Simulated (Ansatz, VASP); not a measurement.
**Ti: VASP beside Ansatz**

```
Ti
1.0
     2.79879    0.00000    0.00000
     0.00000    7.82071    0.00000
     0.00000    3.91036    2.25765
Ti
3
Direct
  0.00000 0.00000 0.00000
  0.50000 0.66667 0.00000
  0.50000 0.33333 0.00000
```

Alike in both runs: task single point; functional PBEsol; k mesh 12 × 5 × 15; occupations gaussian, width 0.1 eV; no spin polarisation.

|  | VASP | Ansatz |
| --- | --- | --- |
| version | VASP 6.6.1 | Ansatz 0.2.0 |
| potentials or method | VASP PAW PBE potentials, release 64 (Ti_sv), cutoff 520 eV | scalar-relativistic, plane waves, PAW |
| valence electrons in the cell | 36 | 36 |

Ansatz gave:

```
gap on the k mesh at the Fermi level (eV)                     : none
pressure (GPa)                                                : -0.1
traceless stress, the component that is largest in VASP (GPa) : 0.11
```

Problem. What did VASP give for the same quantities?

Solution. gap on the k mesh at the Fermi level (eV): none; pressure (GPa): -0.3; traceless stress, the component that is largest in VASP (GPa): 0.11.

VASP's potentials were made for PBE, not for PBEsol. A gap of «none» marks a metal or a gap that the smearing closes.
